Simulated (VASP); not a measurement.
Ga12O19 (a cell with a defect) (O interstitial hop between voids), 31 atoms in the cell. The cell holds a defect, 31 atoms: a = 9.250 Å, b = 5.877 Å, c = 6.416 Å, α = 103.29°, β = 103.90°, γ = 90.00°. 

- Program: VASP 6.6.1
- Task: single point
- Functional: PBE
- Potentials or basis: VASP PAW PBE potentials, release 64 (Ga_d, O)
- Cutoff: 520 eV
- k mesh: 1 × 1 × 1, shifted
- Occupations: fermi-dirac, width 0.01 eV
- Spin: no spin polarisation
- Dipole correction: no
- Further INCAR settings: LREAL = Auto; ALGO = Normal; EDIFF = 1e-06; NBANDS = 156

Potentials or basis: VASP PAW PBE potentials, release 64 (Ga_d, O).

The run is started by

```bash
$ cat potpaw_PBE.64/Ga_d/POTCAR potpaw_PBE.64/O/POTCAR > POTCAR
$ mpirun -np 1 vasp_std > vasp.out
```

Hardware: 1 thread of Intel(R) Xeon(R) 6975P-C (Granite Rapids), on a shared host.

Q: How long does it take, and how much memory?

A: Wall time 86 s on 1 thread of Intel(R) Xeon(R) 6975P-C (Granite Rapids), with other jobs on the host, peak memory 0.37 GiB. Counts: scf iterations 18, k points 1.
